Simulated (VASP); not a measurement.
Set up this calculation in VASP 6.6.1, as the native input.

```
Task                   : single point
Functional             : RPBE
Potentials or basis    : VASP PAW PBE potentials, release 64 (Cs_sv)
Cutoff                 : 520 eV
k mesh                 : 8 × 8 × 8
Occupations            : fermi-dirac, width 0.08 eV
Spin                   : no spin polarisation
Dipole correction      : no
Further INCAR settings : ALGO = Normal; EDIFF = 1e-06; NBANDS = 10
```

The structure of Cs lies in POSCAR:

```
Cs
1.0
    3.6269970383      0.0000000000      0.0000000000
    0.0000000000      3.6269970383      0.0000000000
    0.0000000000      0.0000000000      3.6269970383
Cs
1
Direct
    0.0000000000      0.0000000000      0.0000000000
```

One way to write it, as run:

INCAR

```
SYSTEM = Cs
  PREC = Accurate
  ENCUT = 520
  EDIFF = 1E-6
  ISMEAR = -1
  SIGMA = 0.08
  LREAL = .False.
  LASPH = .True.
  NELM = 100
  ALGO = Normal
  ISIF = 2
  LWAVE = .False.
  LCHARG = .False.
  GGA = RP
  NBANDS = 10
```

KPOINTS

```
regular mesh
0
Gamma
  8 8 8
  0 0 0
```

Potentials or basis: VASP PAW PBE potentials, release 64 (Cs_sv).

Launch:

```sh
$ cat potpaw_PBE.64/Cs_sv/POTCAR > POTCAR
$ mpirun -np 1 vasp_std > vasp.out
```

It gave:

```yaml
Pressure: 5.7 GPa
```

Caveat: the PAW data sets were made with another functional, which shifts forces and pressure a little.

Run time: 22 s on 1 thread of Intel Xeon 6975P-C (shared host), peak memory 0.16 GiB.
